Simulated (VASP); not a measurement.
Write the native input for VASP 6.6.1 that does the following.

| Quantity | Value |
| --- | --- |
| Task | single point |
| Functional | PBE |
| Potentials or basis | VASP PAW PBE potentials, release 64 (Mg, F) |
| Cutoff | 600 eV |
| k mesh | 4 × 4 × 6 |
| Occupations | gaussian, width 0.01 eV |
| Spin | no spin polarisation |
| Dipole correction | no |
| Further INCAR settings | ALGO = Normal; EDIFF = 1e-06; NBANDS = 25 |

The structure of MgF2 lies in POSCAR:

```
MgF2
1.0
    4.6981861837      0.0000000000      0.0000000000
    0.0000000000      4.6981861837      0.0000000000
    0.0000000000      0.0000000000      3.0928310043
Mg F
2 4
Direct
    0.0000000000      0.0000000000      0.0000000000
    0.5000000000      0.5000000000      0.5000000000
    0.3035689366      0.3035689366      0.0000000000
    0.1964310634      0.8035689366      0.5000000000
    0.6964310634      0.6964310634      0.0000000000
    0.8035689366      0.1964310634      0.5000000000
```

One way to write it, as run:

INCAR

```
ALGO = Normal ; EDIFF = 1E-6
ENCUT = 600 ; GGA = PE
GGA_COMPAT = F ; ISIF = 2
ISMEAR = 0 ; LASPH = T
LCHARG = F ; LREAL = F
LWAVE = F ; NBANDS = 25
NELM = 120 ; PREC = Accurate
SIGMA = 0.01
```

KPOINTS

```
k-points
0
Gamma
  4 4 6
```

Potentials or basis: VASP PAW PBE potentials, release 64 (Mg, F).

Command:

```bash
$ cat potpaw_PBE.64/Mg/POTCAR potpaw_PBE.64/F/POTCAR > POTCAR
$ mpirun -np 1 vasp_std > vasp.out
```

It gave:

```json
{"Pressure": "-1.0 GPa", "Band gap on the k mesh": "6.79 eV"}
```

It took 90 s on 1 thread of AMD EPYC 7R13 (shared host), peak memory 0.19 GiB.
